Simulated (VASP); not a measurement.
Set up this calculation in VASP 6.6.1, as the native input.

| Item | Value |
| --- | --- |
| Task | single point |
| Functional | PBE |
| Potentials or basis | VASP PAW PBE potentials, release 64 (Ti_sv, O) |
| Cutoff | 520 eV |
| k mesh | 13 × 13 × 13 |
| Occupations | fermi-dirac, width 0.08 eV |
| Spin | no spin polarisation |
| Dipole correction | no |
| Further INCAR settings | ALGO = Normal; EDIFF = 1e-06; NBANDS = 33 |

The structure of TiO2 lies in POSCAR:

```
TiO2
1.0
   -1.9296172664      1.9296172664      4.8502981963
    1.9296172664     -1.9296172664      4.8502981963
    1.9296172664      1.9296172664     -4.8502981963
Ti O
2 4
Direct
    0.0000000000      0.0000000000      0.0000000000
    0.7500000000      0.2500000000      0.5000000000
    0.2066000000      0.2066000000      0.0000000000
    0.9566000000      0.4566000000      0.5000000000
    0.5434000000      0.0434000000      0.5000000000
    0.7934000000      0.7934000000      0.0000000000
```

This cell differs from its parent crystal: volume scaled by 1.06.

These files were run (other wordings do the same):

INCAR

```
SYSTEM = TiO2
PREC = Accurate ; ENCUT = 520
EDIFF = 1E-6 ; ISMEAR = -1
SIGMA = 0.08 ; LREAL = .FALSE.
LASPH = .TRUE. ; NELM = 80
ALGO = Normal ; ISIF = 2
LWAVE = .FALSE. ; LCHARG = .FALSE.
GGA = PE ; NBANDS = 33
```

KPOINTS

```
regular mesh
0
G
  13 13 13
  0 0 0
```

Potentials or basis: VASP PAW PBE potentials, release 64 (Ti_sv, O).

Launch:

```console
$ cat potpaw_PBE.64/Ti_sv/POTCAR potpaw_PBE.64/O/POTCAR > POTCAR
$ mpirun -np 1 vasp_std > vasp.out
```

Results of the run:

| Item | Value |
| --- | --- |
| Pressure | -5.4 GPa |
| Largest force | 0.006 eV/Å |
| Band gap on the k mesh | 2.02 eV, indirect (least direct gap 2.31 eV) |

Wall time 26 min on 1 thread of Oxide Virtual Turin-like Processor (shared host), peak memory 0.48 GiB.
